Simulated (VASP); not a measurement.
# Zn (Fd-3m) in VASP: notebook

Zn is run at these levels: BLYP; tasks: single point.

Everything below comes from runs of VASP 6.6.1. Logs are shortened: lines on timing, memory, paths and dates and some standing lists are left out, and cuts for length are marked.

**1. The cell of the first run**

It takes space group Fd-3m (No. 227, cubic). The conventional cell has a = 5.804 Å, b = 5.804 Å, c = 5.804 Å, α = 90.00°, β = 90.00°, γ = 90.00°. Zn (site symmetry -43m) has 4 Zn at 2.51 Å within 3.3 Å.

This isn't the form of Zn at room conditions, which is hcp.

**2. Single point, BLYP (24.44 Å³/atom)**

INCAR reads:

```
SYSTEM = Zn
PREC     = Accurate       ! precision mode
ENCUT    = 520            ! plane-wave cutoff, eV
EDIFF    = 1E-6           ! SCF threshold, eV
ISMEAR   = -1             ! smearing method
SIGMA    = 0.1            ! smearing width, eV
LREAL    = .FALSE.        ! projectors in reciprocal space
LASPH    = .TRUE.         ! aspherical terms in the spheres
NELM     = 100            ! most SCF steps
ALGO     = Normal         ! electronic algorithm
ISIF     = 2              ! what is computed and relaxed
LWAVE    = .FALSE.        ! write WAVECAR
LCHARG   = .FALSE.        ! write CHGCAR
GGA      = B5             ! functional
ALDAX    = 1.0          
AGGAX    = 1.0          
AGGAC    = 1.0          
ALDAC    = 0.0          
NBANDS   = 19             ! bands
```

KPOINTS reads:

```
regular mesh
0
G
  10 10 10
  0 0 0
```

POSCAR reads:

```
Zn
1.0
    0.0000000000      2.9020183770      2.9020183770
    2.9020183770      0.0000000000      2.9020183770
    2.9020183770      2.9020183770      0.0000000000
Zn
2
Direct
    0.1250000000      0.1250000000      0.1250000000
    0.8750000000      0.8750000000      0.8750000000
```

Potentials or basis: VASP PAW PBE potentials, release 64 (Zn).

Run with:

```console
> cat potpaw_PBE.64/Zn/POTCAR > POTCAR
> mpirun -np 1 vasp_std > vasp.out
```

OUTCAR:

```text
SYSTEM = Zn
   PREC = Accurate
   ENCUT = 520
   EDIFF = 1E-6
   ISMEAR = -1
   LREAL = .FALSE.
   LASPH = .TRUE.
   NELM = 100
   ISIF = 2
   GGA = B5

 ion  position               nearest neighbor table
   1  0.125  0.125  0.125-   2 2.51   2 2.51   2 2.51   2 2.51
   2  0.875  0.875  0.875-   1 2.51   1 2.51   1 2.51   1 2.51

  LATTYP: Found a face centered cubic cell.
 ALAT       =     5.8040367540

  Lattice vectors:

 A1 = (   0.0000000000,   2.9020183770,   2.9020183770)
 A2 = (   2.9020183770,   0.0000000000,   2.9020183770)
 A3 = (   2.9020183770,   2.9020183770,   0.0000000000)

Analysis of symmetry for initial positions (statically):
=====================================================================
 Subroutine PRICEL returns:
 Original cell was already a primitive cell.

 Routine SETGRP: Setting up the symmetry group for a
 face centered cubic supercell.

 Subroutine GETGRP returns: Found 48 space group operations
 (whereof 12 operations were pure point group operations)
 out of a pool of 48 trial point group operations.

The static configuration has the point symmetry D_3d.
 The point group associated with its full space group is O_h .

Analysis of symmetry for dynamics (positions and initial velocities):
=====================================================================
 Subroutine PRICEL returns:
 Original cell was already a primitive cell.

 Routine SETGRP: Setting up the symmetry group for a
 face centered cubic supercell.

 Subroutine GETGRP returns: Found 48 space group operations
 (whereof 12 operations were pure point group operations)
 out of a pool of 48 trial point group operations.

The dynamic configuration has the point symmetry D_3d.
 The point group associated with its full space group is O_h .

 Subroutine INISYM returns: Found 48 space group operations
 (whereof 12 operations are pure point group operations),
 and found     1 'primitive' translations

----------------------------------------------------------------------------------------

                                     Primitive cell

  volume of cell :      48.8799

  direct lattice vectors                    reciprocal lattice vectors
     0.000000000  2.902018377  2.902018377    -0.172293878  0.172293878  0.172293878
     2.902018377  0.000000000  2.902018377     0.172293878 -0.172293878  0.172293878
     2.902018377  2.902018377  0.000000000     0.172293878  0.172293878 -0.172293878
[... 80 lines left out ...]
   LSORBIT =      F    spin-orbit coupling
   LASPH  =      T    aspherical Exc in radial PAW
   ENCUT  =  520.0 eV  38.22 Ry    6.18 a.u.   7.63  7.63  7.63*2*pi/ulx,y,z
   NELM   =    100;   NELMIN=  2; NELMDL= -5     # of ELM steps
   EDIFF  = 0.1E-05   stopping-criterion for ELM
   LREAL  =      F    real-space projection
   EDIFFG = 0.1E-04   stopping-criterion for IOM
   NSW    =      0    number of steps for IOM
   IBRION =     -1    ionic relax: 0-MD 1-quasi-New 2-CG
   NFREE  =      0    steps in history (QN), initial steepest desc. (CG)
   ISIF   =      2    stress and relaxation
   ISYM   =      2    0-nonsym 1-usesym 2-fastsym
   POTIM  = 0.5000    time-step for ionic-motion
   TEBEG  =    0.0;   TEEND  =   0.0 temperature during run
   PSTRESS=    0.0 pullay stress
   NELECT =      24.0000    total number of electrons
   NUPDOWN=      -1.0000    fix difference up-down
   EMIN   =  10.00;   EMAX   =-10.00  energy-range for DOS
   EFERMI =   0.00;   METHOD = LEGACY
   ISMEAR =    -1;   SIGMA  =   0.10  broadening in eV -4-tet -1-fermi 0-gaus
   EFERMI_NEDOS =   21; number of points for ismear=-14 and -15
   IALGO  =     38    algorithm
   IMIX   =      4    mixing-type and parameters
     AMIX     =   0.40;   BMIX     =  1.00
     AMIX_MAG =   1.60;   BMIX_MAG =  1.00
  volume/ion in A,a.u.               =      24.44       164.93
  Fermi-wavevector in a.u.,A,eV,Ry     =   1.291522  2.440622 22.694908  1.668029
  Thomas-Fermi vector in A             =   2.423287
   LORBIT       =      0    0 simple, 1 ext, 2 COOP (PROOUT), +10 PAW based schemes
   GGA     = B5    functional components
   LHFCALC =     F    Hartree Fock is set to
   AEXX    =    0.0000 exact exchange contribution
   IVDW    =     0    specifies the selected vdW correction
   LEPSILON=     F    determine dielectric tensor
   LRPA    =     F    only Hartree local field effects (RPA)
 non-spin polarized calculation
  energy-cutoff  :      520.00
  volume of cell :       48.88
 maximum number of plane-waves:      1363
   NGX = 15   NGY = 15   NGZ = 15

 number of electron      24.0000018 magnetization

 Free energy of the ion-electron system (eV)
  ---------------------------------------------------
  ext. energy  EPLUGINS =         0.00000000
  ---------------------------------------------------
  free energy    TOTEN  =        -0.44660802 eV

  energy without entropy =       -0.41175323  energy(sigma->0) =       -0.42918063

 E-fermi :   0.7673     XC(G=0):  -8.4171

 val. band max:        0.7198030447   @ k =  -0.4000   0.4000   0.1000
 cond. band min:       0.7701240303   @ k =  -0.3000   0.3000   0.1000
 fundamental gap:      0.0503209856
 Fermi energy:         0.7672757987

 k-point     1 :       0.0000    0.0000    0.0000
  band No.  band energies     occupation
      1      -6.9149      2.00000
      2      -6.9149      2.00000
      3      -6.9149      2.00000
      4      -6.8773      2.00000
      5      -6.8773      2.00000
      6      -6.8460      2.00000
[... 505 lines left out ...]
      6      -6.5756      2.00000
[... 11 lines left out ...]
     18      12.4028      0.00000
     19      15.5171      0.00000

 [... further k-points ...]

------------------------ aborting loop because EDIFF is reached ----------------------------------------

  FORCE on cell =-STRESS in cart. coord.  units (eV):
  Direction    XX          YY          ZZ          XY          YZ          ZX
  --------------------------------------------------------------------------------------
  -------------------------------------------------------------------------------------
  Total        0.9341954      0.9341954      0.9341954      0.0000000     -0.0000000      0.0000000
  in kB       30.6208905     30.6208905     30.6208905      0.0000000     -0.0000000      0.0000000
  external PRESSURE =      30.6208905 kB  Pullay stress =       0.0000000 kB

 VOLUME and BASIS-vectors are now :
 -----------------------------------------------------------------------------
  energy-cutoff  :      520.00
  volume of cell :       48.88
      direct lattice vectors                 reciprocal lattice vectors
     0.000000000  2.902018377  2.902018377    -0.172293878  0.172293878  0.172293878
     2.902018377  0.000000000  2.902018377     0.172293878 -0.172293878  0.172293878
     2.902018377  2.902018377  0.000000000     0.172293878  0.172293878 -0.172293878

 POSITION                                       TOTAL-FORCE (eV/Angst)
 -----------------------------------------------------------------------------------
      0.72550      0.72550      0.72550        -0.000000      0.000000      0.000000
      5.07853      5.07853      5.07853         0.000000     -0.000000     -0.000000
 -----------------------------------------------------------------------------------
    total drift:                                0.000000      0.000000     -0.000000

  FREE ENERGIE OF THE ION-ELECTRON SYSTEM (eV)
  ---------------------------------------------------
  free  energy   TOTEN  =        -0.4466080210 eV

  energy  without entropy=       -0.4117532334  energy(sigma->0) =       -0.42918063
```

stdout:

```text
POSCAR found type information on POSCAR Zn
 POSCAR found :  1 types and       2 ions
 scaLAPACK will be used
 -----------------------------------------------------------------------------
|                                                                             |
|                                                                             |
|     You enforced a specific xc type in the INCAR file but a different       |
|     I HOPE YOU KNOW WHAT YOU ARE DOING!                                     |
|                                                                             |
 -----------------------------------------------------------------------------

 LDA part: xc-table for (Slater(with rela. corr.)+VWN5), standard interpolation
 POSCAR, INCAR and KPOINTS ok, starting setup
 FFT: planning ... GRIDC
 FFT: planning ... GRID_SOFT
 FFT: planning ... GRID
 WAVECAR not read
 entering main loop
```

Run time: 53 s. Hardware: 1 thread of Intel Xeon 8259CL, shared host; peak memory 0.19 GiB.

Results:

```yaml
Free_energy: -0.4466 eV
Pressure: 3.1 GPa
Band_gap_on_the_k_mesh: zero (bands 12 and 13 overlap by 5.68 eV)
```

Caveat: the cell stands under pressure; the PAW data sets were made with another functional, which shifts forces and pressure a little.

**3. Single point, BLYP (25.55 Å³/atom)**

This run uses another cell than the first one, of 25.55 Å³/atom.

INCAR reads:

```
PREC = Accurate ; ENCUT = 520
EDIFF = 1E-6 ; ISMEAR = -1
SIGMA = 0.1 ; LREAL = False
LASPH = True ; NELM = 100
ALGO = Normal ; ISIF = 2
LWAVE = False ; LCHARG = False
GGA = B5 ; ALDAX = 1.0
AGGAX = 1.0 ; AGGAC = 1.0
ALDAC = 0.0 ; NBANDS = 19
```

KPOINTS reads:

```
Automatic mesh
0
Gamma
  10 10 10
```

POSCAR reads:

```
Zn
1.0
    0.0000000000      2.9453384708      2.9453384708
    2.9453384708      0.0000000000      2.9453384708
    2.9453384708      2.9453384708      0.0000000000
Zn
2
Direct
    0.1250000000      0.1250000000      0.1250000000
    0.8750000000      0.8750000000      0.8750000000
```

Potentials or basis: VASP PAW PBE potentials, release 64 (Zn).

Run with:

```console
> cat potpaw_PBE.64/Zn/POTCAR > POTCAR
> mpirun -np 1 vasp_std > vasp.out
```

Wall time 49 s (1 thread of Intel Xeon 8259CL, shared host); peak memory 0.19 GiB.

It converged, with:

| Item | Value |
| --- | --- |
| Free energy | -0.4805 eV |
| Pressure | 1.8 GPa |
| Band gap on the k mesh | zero (bands 12 and 13 overlap by 5.42 eV) |

Levels at points of the mesh, in eV from the Fermi level:
| k point | band 8 | band 9 | band 10 | band 11 | band 12 | band 13 | band 14 | band 15 | band 16 | band 17 |
| --- | --- | --- | --- | --- | --- | --- | --- | --- | --- | --- |
| (0.00, 0.00, 0.00) | -7.06 | -7.06 | -6.89 | -6.89 | 4.95 | 4.95 | 4.95 | 6.40 | 6.45 | 6.45 |
| (0.50, 0.00, 0.00) | -7.05 | -6.89 | -6.89 | -4.74 | -2.91 | 3.21 | 3.21 | 5.29 | 7.32 | 7.32 |
| (0.50, 0.50, 0.00) | -7.16 | -6.85 | -6.85 | -3.24 | -3.24 | 1.15 | 1.15 | 4.41 | 4.41 | 13.78 |

Caveat: the PAW data sets were made with another functional, which shifts forces and pressure a little.

**4. Single point, BLYP (26.66 Å³/atom)**

This run uses another cell than the first one, of 26.66 Å³/atom.

INCAR reads:

```
PREC = Accurate
ENCUT = 520
EDIFF = 1E-7
ISMEAR = -1
SIGMA = 0.1
LREAL = False
LASPH = True
NELM = 80
ALGO = Normal
ISIF = 2
LWAVE = False
LCHARG = True
GGA = B5
ALDAX = 1.0
AGGAX = 1.0
AGGAC = 1.0
ALDAC = 0.0
LELF = True
LVHAR = True
NBANDS = 19
```

KPOINTS reads:

```
regular mesh
0
Gamma
  10 10 10
```

POSCAR reads:

```
Zn
1.0
    0.0000000000      2.9874204201      2.9874204201
    2.9874204201      0.0000000000      2.9874204201
    2.9874204201      2.9874204201      0.0000000000
Zn
2
Direct
    0.1250000000      0.1250000000      0.1250000000
    0.8750000000      0.8750000000      0.8750000000
```

Run with:

```console
> cat potpaw_PBE.64/Zn/POTCAR > POTCAR
> mpirun -np 1 vasp_std > vasp.out
```

It took 72 s on 1 thread of Intel Xeon 8259CL, shared host; peak memory 0.19 GiB.

It converged, with:

```yaml
Free_energy: -0.4990 eV
Pressure: 0.9 GPa
Band_gap_on_the_k_mesh: zero (bands 12 and 13 overlap by 5.18 eV)
```

Levels at points of the mesh, in eV from the Fermi level:
| k point | band 8 | band 9 | band 10 | band 11 | band 12 | band 13 | band 14 | band 15 | band 16 | band 17 |
| --- | --- | --- | --- | --- | --- | --- | --- | --- | --- | --- |
| (0.00, 0.00, 0.00) | -7.05 | -7.05 | -6.89 | -6.89 | 4.76 | 4.76 | 4.76 | 5.94 | 6.26 | 6.26 |
| (0.50, 0.00, 0.00) | -7.03 | -6.89 | -6.89 | -4.71 | -2.83 | 3.09 | 3.09 | 4.99 | 7.13 | 7.13 |
| (0.50, 0.50, 0.00) | -7.13 | -6.85 | -6.85 | -3.23 | -3.23 | 1.13 | 1.13 | 4.28 | 4.28 | 13.31 |

Caveat: the PAW data sets were made with another functional, which shifts forces and pressure a little.

**5. The runs side by side**

```csv
cell,gap on the mesh (eV),pressure (GPa)
"a = 4.104 Å, angles 60.0°, 2 atoms",none,3.1
"a = 4.165 Å, angles 60.0°, 2 atoms",none,1.8
"a = 4.225 Å, angles 60.0°, 2 atoms",none,0.9
```

Alike in all rows: task single point; level BLYP; potentials or basis VASP PAW PBE potentials, release 64 (Zn); no spin polarisation; k mesh 10 × 10 × 10; cutoff (eV) 520; smearing fermi-dirac 0.1 eV.

Caveats: the PAW data sets were made with another functional, which shifts forces and pressure a little; the cell stands under pressure (at least some runs).

Absolute energies hang on the potentials; compare differences alone.
